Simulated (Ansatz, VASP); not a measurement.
**One calculation of Ag, two programs**

```
Ag
1.0
     0.00000    1.95703    1.95703
     1.95703    0.00000    1.95703
     1.95703    1.95703    0.00000
Ag
1
Cartesian
  0.0000 0.0000 0.0000
```

Change from the starting cell: volume scaled by 0.84, PAW files.

Alike in both runs: task single point; functional PBE; k mesh 16 × 16 × 16; occupations fermi-dirac, width 0.1 eV; no spin polarisation.

```csv
,VASP,Ansatz
version,VASP 6.6.1,Ansatz 0.2.0
potentials or method,"VASP PAW PBE potentials, release 64 (Ag)","PAW with Ansatz's default frozen-core files, scalar-relativistic"
plane-wave cutoff (eV),520,420
valence electrons in the cell,11,19
```

|  | VASP | Ansatz | Ansatz less VASP |
| --- | --- | --- | --- |
| pressure (GPa) | 25.9 | 26.3 | +0.39 |

VASP's potentials hold 11 valence electrons a cell and Ansatz's 19, so a difference there can come from the potentials and not from the codes.
